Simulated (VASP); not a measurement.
Set up this calculation in VASP 6.6.1, as the native input.

| Property | Result |
| --- | --- |
| Task | single point |
| Functional | PBE |
| Potentials or basis | VASP PAW PBE potentials, release 64 (Be, Sb_d_GW) |
| Cutoff | 500 eV |
| k mesh | 4 × 4 × 6 |
| Occupations | gaussian, width 0.1 eV |
| Spin | no spin polarisation |
| Dipole correction | no |
| Further INCAR settings | ALGO = Normal; EDIFF = 1e-06; NBANDS = 28 |

The structure of Be2Sb lies in POSCAR:

```
Be2Sb
1.0
    4.5854121227      0.0000000000      0.0000000000
    0.0000000000      4.5448041997      0.0000000000
    0.0000000000      0.0000000000      4.7469349156
Be Sb
4 2
Direct
    0.2565433121      0.4999860391      0.0000000000
    0.7434566879      0.5000139609      0.0000000000
    0.7565433121      0.0000139609      0.5000000000
    0.2434566879      0.9999860391      0.5000000000
    0.0000000000      0.0000000000      0.0000000000
    0.5000000000      0.5000000000      0.5000000000
```

One way to write it, as run:

INCAR

```
SYSTEM = Be2Sb
PREC = Accurate
ENCUT = 500
EDIFF = 1E-6
ISMEAR = 0
SIGMA = 0.1
LREAL = .False.
LASPH = .True.
NELM = 120
ALGO = Normal
ISIF = 2
LWAVE = .False.
LCHARG = .False.
GGA = PE
NBANDS = 28
GGA_COMPAT = .False.
```

KPOINTS

```
regular mesh
0
Gamma
  4 4 6
  0 0 0
```

Potentials or basis: VASP PAW PBE potentials, release 64 (Be, Sb_d_GW).

Launch:

```bash
$ cat potpaw_PBE.64/Be/POTCAR potpaw_PBE.64/Sb_d_GW/POTCAR > POTCAR
$ mpirun -np 1 vasp_std > vasp.out
```

It gave:

```
Pressure               : 0.2 GPa
Largest force          : 0.016 eV/Å
Band gap on the k mesh : zero (bands 19 and 20 overlap by 6.09 eV)
```

Caveat: spin-orbit coupling is left out, which moves the levels of the heavy elements.

Run time: 54 s on 1 thread of AMD EPYC 9R45 96-Core Processor (Zen 5), on a shared host, peak memory 0.23 GiB.
